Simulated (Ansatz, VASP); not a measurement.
Mg3SnO: VASP beside Ansatz

```xyz
5
Lattice="4.3342 0.0000 0.0000 0.0000 4.3342 0.0000 0.0000 0.0000 4.3342" Properties=species:S:1:pos:R:3 pbc="T T T"
Sn    0.0000    0.0000    0.0000
O     2.1671    2.1671    2.1671
Mg    2.1671    2.1671    0.0000
Mg    2.1671    0.0000    2.1671
Mg    0.0000    2.1671    2.1671
```

Alike in both runs: task single point; functional r2SCAN; dispersion rVV10; k mesh 6 × 6 × 6; occupations fermi-dirac, width 0.03 eV; no spin polarisation.

|  | VASP | Ansatz |
| --- | --- | --- |
| version | VASP 6.6.1 | Ansatz 0.2.0 |
| potentials or method | VASP PAW PBE potentials, release 64 (Sn_d, O, Mg) | plane waves, PAW |
| plane-wave cutoff (eV) | 520 | 500 |
| valence electrons in the cell | 26 | 50 |

Ansatz gave:

```
pressure (GPa) : 0.0
```

**Question.** Estimate VASP's values.

**Answer.** Pressure (GPa): -0.4.

VASP's potentials were made for PBE, not for r2SCAN. VASP's potentials hold 26 valence electrons a cell and Ansatz's 50, so a difference there can come from the potentials and not from the codes.
